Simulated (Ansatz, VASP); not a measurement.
## One calculation of Ti2Co, two programs

File POSCAR:

```
Ti2Co
1.0
    0.0000000000      3.3650000000      3.3650000000
    3.3650000000      0.0000000000      3.3650000000
    3.3650000000      3.3650000000      0.0000000000
Ti Co
4 2
Direct
    0.1250000000      0.1250000000      0.1250000000
    0.6250000000      0.1250000000      0.1250000000
    0.1250000000      0.1250000000      0.6250000000
    0.1250000000      0.6250000000      0.1250000000
    0.5000000000      0.5000000000      0.5000000000
    0.7500000000      0.7500000000      0.7500000000
```

INCAR.step1

```
ALGO = Normal
EDIFF = 1E-4
ENCUT = 520
GGA = PE
ISMEAR = 0
LASPH = True
LCHARG = False
LREAL = False
LWAVE = True
NBANDS = 42
NELM = 100
PREC = Accurate
SIGMA = 0.1
```

File INCAR.step2:

```
ALGO = Normal
EDIFF = 1E-6
ENCUT = 520
ISIF = 2
ISMEAR = 0
ISTART = 1
LASPH = True
LCHARG = False
LMIXTAU = True
LREAL = False
LWAVE = False
METAGGA = R2SCAN
NBANDS = 42
NELM = 100
PREC = Accurate
SIGMA = 0.1
```

The input KPOINTS:

```
k-points
0
Gamma
  10 10 10
```

Input for Ansatz:

```yaml
crystal:
  lattice:
    - [0.0, 3.365, 3.365]
    - [3.365, 0.0, 3.365]
    - [3.365, 3.365, 0.0]
  atoms:
    - { symbol: Ti, position: [0.125, 0.125, 0.125] }
    - { symbol: Ti, position: [0.625, 0.125, 0.125] }
    - { symbol: Ti, position: [0.125, 0.125, 0.625] }
    - { symbol: Ti, position: [0.125, 0.625, 0.125] }
    - { symbol: Co, position: [0.5, 0.5, 0.5] }
    - { symbol: Co, position: [0.75, 0.75, 0.75] }
basis:
  ecutwfc: 500
kpoints:
  mp_grid: { grid: [10, 10, 10] }
hamiltonian:
  xc: r2scan
scf:
  occupations: { method: gaussian, width: 0.1 }
  lower_state_search: "off"
output:
  forces: true
  stress: true
  eigenvalues: true
```

Alike in both runs: task single point; functional r2SCAN; k mesh 10 × 10 × 10; occupations gaussian, width 0.1 eV; no spin polarisation.

|  | VASP | Ansatz |
| --- | --- | --- |
| version | VASP 6.6.1 | Ansatz 0.2.0 |
| potentials or method | VASP PAW PBE potentials, release 64 (Ti_sv, Co), cutoff 520 eV | scalar-relativistic, plane waves, PAW |
| valence electrons in the cell | 66 | 82 |

```csv
,VASP,Ansatz,Ansatz less VASP
gap on the k mesh at the Fermi level (eV),none,none,-
pressure (GPa),20.6,19.3,-1.29
```

VASP's potentials were made for PBE, not for r2SCAN. A gap of «none» marks a metal or a gap that the smearing closes. With one functional, cell and mesh, what is left measures potentials, basis and numerics. VASP's potentials hold 66 valence electrons a cell and Ansatz's 82, so a difference there can come from the potentials and not from the codes.
